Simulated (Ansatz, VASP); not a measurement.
## One calculation of Sb, two programs

Contents of INCAR:

```
  ALGO = Normal
  EDIFF = 1E-6
  ENCUT = 520
  GGA = CA
  ISIF = 2
  ISMEAR = -1
  LASPH = T
  LCHARG = F
  LREAL = F
  LWAVE = F
  NBANDS = 8
  NELM = 80
  PREC = Accurate
  SIGMA = 0.08
```

File KPOINTS:

```
k-points
0
Gamma
  10 10 10
```

The input POSCAR:

```
Sb
1.0
    3.0387935434      0.0000000000      0.0000000000
    0.0000000000      3.0387935434      0.0000000000
    0.0000000000      0.0000000000      3.0387935434
Sb
1
Direct
    0.0000000000      0.0000000000      0.0000000000
```

Input for Ansatz:

```yaml
crystal:
  lattice:
    - [3.03879354343, 0.0, 0.0]
    - [0.0, 3.03879354343, 0.0]
    - [0.0, 0.0, 3.03879354343]
  atoms:
    - { symbol: Sb, position: [0.0, 0.0, 0.0] }
kpoints:
  mp_grid: { grid: [10, 10, 10] }
scf:
  occupations: { method: fermi_dirac, width: 0.08 }
hamiltonian:
  xc: lda
  pseudopotentials: { kind: paw }
output:
  forces: true
  stress: true
  eigenvalues: true
  eigenstates:
    nscf_kmesh: { grid: [16, 16, 16] }
    de_dk: true
    e_range: [-14, 14]
  optics:
    e_range: [0, 30]
    de: 0.2
    sigma: 0.2
    bands: { spectra_wanted_up_to: 30 }
    nscf_kmesh: { grid: [16, 16, 16] }
    drude_damping: 0.03
checkpoint:
  write: ck
  write_wavefunctions: false
```

Alike in both runs: task single point; functional LDA; k mesh 10 × 10 × 10; occupations fermi-dirac, width 0.08 eV; no spin polarisation.

|  | VASP | Ansatz |
| --- | --- | --- |
| version | VASP 6.6.1 | Ansatz 0.2.0 |
| potentials or method | VASP PAW LDA potentials, release 64 (Sb) | PAW with Ansatz's default frozen-core files, scalar-relativistic |
| plane-wave cutoff (eV) | 520 | 420 |
| valence electrons in the cell | 5 | 15 |

|  | VASP | Ansatz | Ansatz less VASP |
| --- | --- | --- | --- |
| pressure (GPa) | 0.2 | 0.0 | -0.27 |

LDA's correlation is that of Perdew and Zunger in VASP and of Perdew and Wang (1992) in Ansatz. VASP's potentials hold 5 valence electrons a cell and Ansatz's 15, so a difference there can come from the potentials and not from the codes. Ansatz's warnings: optics on partly filled bands.

Neither program's run includes spin-orbit coupling.
